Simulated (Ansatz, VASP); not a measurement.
**Two plane-wave programs on TePt**

INCAR

```
SYSTEM = TePt
ALGO     = Normal         ! electronic algorithm
EDIFF    = 1E-6           ! SCF threshold, eV
ENCUT    = 520            ! plane-wave cutoff, eV
GGA      = CA             ! functional
ISIF     = 2              ! what is computed and relaxed
ISMEAR   = 0              ! smearing method
LASPH    = .TRUE.         ! aspherical terms in the spheres
LCHARG   = .FALSE.        ! write CHGCAR
LREAL    = .FALSE.        ! projectors in reciprocal space
LWAVE    = .FALSE.        ! write WAVECAR
NBANDS   = 24             ! bands
NELM     = 80             ! most SCF steps
PREC     = Accurate       ! precision mode
SIGMA    = 0.15           ! smearing width, eV
```

Contents of KPOINTS:

```
k-points
0
G
  15 15 10
  0 0 0
```

Contents of POSCAR:

```
TePt
1.0
    4.2268630904      0.0000000000      0.0000000000
   -2.1134315452      3.6605708146      0.0000000000
    0.0000000000      0.0000000000      5.1515294695
Te Pt
2 2
Direct
    0.3333333333      0.6666666667      0.2500000000
    0.6666666667      0.3333333333      0.7500000000
    0.0000000000      0.0000000000      0.0000000000
    0.0000000000      0.0000000000      0.5000000000
```

Input for Ansatz:

```yaml
crystal:
  lattice:
    - [4.2268630904, 0.0, 0.0]
    - [-2.1134315452, 3.6605708146, 0.0]
    - [0.0, 0.0, 5.1515294695]
  atoms:
    - { symbol: Te, position: [0.3333333333, 0.6666666667, 0.25] }
    - { symbol: Te, position: [0.6666666667, 0.3333333333, 0.75] }
    - { symbol: Pt, position: [0.0, 0.0, 0.0] }
    - { symbol: Pt, position: [0.0, 0.0, 0.5] }
basis:
  ecutwfc: 420
kpoints:
  mp_grid: { grid: [15, 15, 10] }
hamiltonian:
  xc: lda
scf:
  occupations: { method: gaussian, width: 0.15 }
output:
  forces: true
  stress: true
  eigenvalues: true
```

Alike in both runs: task single point; functional LDA; k mesh 15 × 15 × 10; occupations gaussian, width 0.15 eV; no spin polarisation.

```csv
,VASP,Ansatz
version,VASP 6.6.1,Ansatz 0.2.0
potentials or method,"VASP PAW LDA potentials, release 64 (Te, Pt), cutoff 520 eV","scalar-relativistic, plane waves, PAW"
valence electrons in the cell,32,68
```

Ansatz gave:

| Item | Value |
| --- | --- |
| gap on the k mesh at the Fermi level (eV) | none |
| pressure (GPa) | 10.3 |
| traceless stress, the component that is largest in VASP (GPa) | 9.87 |

**Question.** Estimate VASP's values.

**Answer.** gap on the k mesh at the Fermi level (eV): none; pressure (GPa): 10.6; traceless stress, the component that is largest in VASP (GPa): 10.04.

LDA's correlation is that of Perdew and Zunger in VASP and of Perdew and Wang (1992) in Ansatz. A gap of «none» marks a metal or a gap that the smearing closes. VASP's potentials hold 32 valence electrons a cell and Ansatz's 68, so a difference there can come from the potentials and not from the codes.

Neither program's run includes spin-orbit coupling.
